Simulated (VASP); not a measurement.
CuO2: single point with PBEsol

CuO2:

```
CELL_PARAMETERS angstrom
2.42129 0.00000 0.00000
0.00000 6.44595 0.00000
0.00000 0.00000 7.06704
ATOMIC_POSITIONS crystal
Cu 0.00000 0.50000 0.00000
O 0.00000 0.50000 0.41243
O 0.00000 0.50000 0.58757
```

```json
{
  "Program": "VASP 6.6.1",
  "Task": "single point",
  "Functional": "PBEsol",
  "Potentials or basis": "VASP PAW PBE potentials, release 64 (Cu_sv_GW, O)",
  "Cutoff": "820 eV",
  "k mesh": "18 × 8 × 6",
  "Occupations": "gaussian, width 0.1 eV",
  "Spin": "no spin polarisation"
}
```

```yaml
Pressure: -2.0 GPa
Largest_force: 0.055 eV/Å
Band_gap_on_the_k_mesh: zero (an odd number of electrons rules out a gap without spin polarisation)
```

Forces on the atoms (eV/Å):
```
Cu   0.000  0.000  0.000
O    0.000  0.000  0.055
O    0.000  0.000 -0.055
```

Stress tensor (GPa, compression positive):
```
-4.53  0.00  0.00
 0.00 -0.34  0.00
 0.00  0.00 -1.09
```

Levels at points of the mesh, in eV from the Fermi level:
| k point | band 13 | band 14 | band 15 | band 16 | band 17 | band 18 | band 19 | band 20 |
| --- | --- | --- | --- | --- | --- | --- | --- | --- |
| (0.00, 0.00, 0.00) | -0.47 | -0.28 | -0.09 | -0.09 | 1.50 | 3.71 | 3.74 | 5.32 |
| (0.50, 0.00, 0.00) | -0.45 | -0.40 | -0.10 | 0.31 | 3.88 | 6.36 | 8.24 | 9.75 |
| (0.00, 0.50, 0.00) | -0.44 | -0.28 | -0.09 | -0.09 | 1.50 | 2.99 | 3.81 | 6.80 |
| (0.50, 0.50, 0.00) | -0.45 | -0.40 | -0.10 | 0.30 | 3.91 | 6.46 | 8.26 | 9.08 |
| (0.00, 0.00, 0.50) | -0.68 | -0.44 | -0.09 | -0.09 | 1.49 | 3.87 | 4.31 | 6.31 |
| (0.50, 0.00, 0.50) | -0.43 | -0.42 | -0.13 | 0.28 | 3.98 | 6.01 | 9.82 | 9.99 |
| (0.00, 0.50, 0.50) | -0.67 | -0.45 | -0.09 | -0.09 | 1.49 | 3.18 | 4.63 | 5.86 |
| (0.50, 0.50, 0.50) | -0.43 | -0.42 | -0.13 | 0.28 | 4.00 | 6.08 | 9.19 | 10.05 |

Run time: 11 min on 1 thread of Intel(R) Xeon(R) 6975P-C (Granite Rapids) (shared host), peak memory 1.1 GiB.

Caveat: the standard files for N, O and F lose accuracy on very short bonds; the PAW data sets were made with another functional, which shifts forces and pressure a little; an odd number of electrons without spin polarisation forces a metal; a magnetic or distorted state may lie lower; semilocal functionals often make such compounds metallic where correlation or magnetic order opens a gap, which also shifts bond lengths. With open d or f shells a metallic result of PBEsol can be an artefact of self-interaction; +U or a hybrid may open a gap.
